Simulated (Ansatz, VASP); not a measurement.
## SnO in VASP and in Ansatz

```
Sn O
1.0
     3.98422    0.00000    0.00000
     0.00000    3.98422    0.00000
     0.00000    0.00000    4.99127
Sn O
2 2
Cartesian
  0.0000 1.9921 1.1417
  1.9921 0.0000 3.8496
  0.0000 0.0000 0.0000
  1.9921 1.9921 0.0000
```

Change from the starting cell: strain +0.030 along x and y, -0.015 along z, atoms carried along.

Alike in both runs: task single point; functional PBE; k mesh 10 × 10 × 8; occupations gaussian, width 0.05 eV; no spin polarisation.

|  | VASP | Ansatz |
| --- | --- | --- |
| version | VASP 6.6.1 | Ansatz 0.2.0 |
| potentials or method | VASP PAW PBE potentials, release 64 (Sn_d, O), cutoff 520 eV | scalar-relativistic, plane waves, PAW |
| valence electrons in the cell | 40 | 40 |

```tsv
	VASP	Ansatz	Ansatz less VASP
gap on the k mesh at the Fermi level (eV)	0.76	0.76	-0.004
least direct gap on the mesh (eV)	1.88	1.91	+0.031
pressure (GPa)	-3.6	-3.8	-0.14
traceless stress, the component that is largest in VASP (GPa)	2.29	2.30	+0.004
rms of the force components (eV/Å)	0.112	0.138	+0.0265
```

Atom by atom the forces differ by 0.026 eV/Å (rms over components).
